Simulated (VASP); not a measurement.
Write the native input for VASP 6.6.1 that does the following.

| Property | Result |
| --- | --- |
| Task | single point |
| Functional | PBEsol |
| Potentials or basis | VASP PAW PBE potentials, release 64 (Cs_sv, Sn_d, Br) |
| Cutoff | 500 eV |
| k mesh | 6 × 6 × 6 |
| Occupations | gaussian, width 0.01 eV |
| Spin | no spin polarisation |
| Dipole correction | no |
| Further INCAR settings | ALGO = Normal; EDIFF = 1e-06; NBANDS = 30 |

The structure of CsSnBr3 lies in POSCAR:

```
CsSnBr3
1.0
    5.6867793174      0.0000000000      0.0000000000
    0.0000000000      5.6867793174      0.0000000000
    0.0000000000      0.0000000000      5.6867793174
Cs Sn Br
1 1 3
Direct
    0.0000000000      0.0000000000      0.0000000000
    0.5000000000      0.5000000000      0.5000000000
    0.5000000000      0.0000000000      0.5000000000
    0.5000000000      0.5000000000      0.0000000000
    0.0000000000      0.5000000000      0.5000000000
```

These files were run (other wordings do the same):

INCAR

```
SYSTEM = CsSnBr3
PREC = Accurate
ENCUT = 500
EDIFF = 1E-6
ISMEAR = 0
SIGMA = 0.01
LREAL = .False.
LASPH = .True.
NELM = 120
ALGO = Normal
ISIF = 2
LWAVE = .False.
LCHARG = .True.
GGA = PS
LELF = .True.
LVHAR = .True.
NBANDS = 30
GGA_COMPAT = .False.
```

KPOINTS

```
Automatic mesh
0
Gamma
  6 6 6
  0 0 0
```

Potentials or basis: VASP PAW PBE potentials, release 64 (Cs_sv, Sn_d, Br).

The run is started by

```bash
$ cat potpaw_PBE.64/Cs_sv/POTCAR potpaw_PBE.64/Sn_d/POTCAR potpaw_PBE.64/Br/POTCAR > POTCAR
$ mpirun -np 1 vasp_std > vasp.out
```

It gave:

* Pressure: 1.0 GPa
* Band gap on the k mesh: zero (filled and empty bands touch)

Caveat: the PAW data sets were made with another functional, which shifts forces and pressure a little; spin-orbit coupling is left out, which moves the levels of the heavy elements.

It took 2.6 min on 1 thread of Intel Xeon 8259CL, on a shared host, peak memory 0.32 GiB.
